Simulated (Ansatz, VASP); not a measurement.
**Two plane-wave programs on MgO**

INCAR

```
PREC     = Accurate       # precision mode
ENCUT    = 600            # plane-wave cutoff, eV
EDIFF    = 1E-6           # SCF threshold, eV
ISMEAR   = 0              # smearing method
SIGMA    = 0.05           # smearing width, eV
LREAL    = False          # projectors in reciprocal space
LASPH    = True           # aspherical terms in the spheres
NELM     = 120            # most SCF steps
ALGO     = Normal         # electronic algorithm
ISIF     = 2              # what is computed and relaxed
LWAVE    = False          # write WAVECAR
LCHARG   = False          # write CHGCAR
GGA      = PE             # functional
NBANDS   = 11             # bands
GGA_COMPAT= False
```

Contents of KPOINTS:

```
Automatic mesh
0
Gamma
  10 10 10
```

Contents of POSCAR:

```
MgO
1.0
    0.0000000000      2.1085000000      2.1085000000
    2.1085000000      0.0000000000      2.1085000000
    2.1085000000      2.1085000000      0.0000000000
Mg O
1 1
Direct
    0.0000000000      0.0000000000      0.0000000000
    0.5000000000      0.5000000000      0.5000000000
```

Input for Ansatz:

```yaml
crystal:
  lattice:
    - [0.0, 2.1085, 2.1085]
    - [2.1085, 0.0, 2.1085]
    - [2.1085, 2.1085, 0.0]
  atoms:
    - { symbol: Mg, position: [0.0, 0.0, 0.0] }
    - { symbol: O, position: [0.5, 0.5, 0.5] }
basis:
  ecutwfc: 420
  ecutrho_ratio: 4
kpoints:
  mp_grid: { grid: [10, 10, 10] }
hamiltonian:
  xc: pbe
scf:
  occupations: { method: gaussian, width: 0.05 }
output:
  forces: true
  stress: true
  eigenvalues: true
```

Alike in both runs: task single point; functional PBE; k mesh 10 × 10 × 10; occupations gaussian, width 0.05 eV; no spin polarisation.

```csv
,VASP,Ansatz
version,VASP 6.6.1,Ansatz 0.2.0
potentials or method,"VASP PAW PBE potentials, release 64 (Mg, O), cutoff 600 eV","scalar-relativistic, plane waves, PAW"
valence electrons in the cell,8,16
```

```tsv
	VASP	Ansatz	Ansatz less VASP
gap on the k mesh at the Fermi level (eV)	4.69	4.71	+0.015
least direct gap on the mesh (eV)	4.69	4.71	+0.015
pressure (GPa)	3.1	4.1	+0.99
```

VASP's potentials hold 8 valence electrons a cell and Ansatz's 16, so a difference there can come from the potentials and not from the codes.
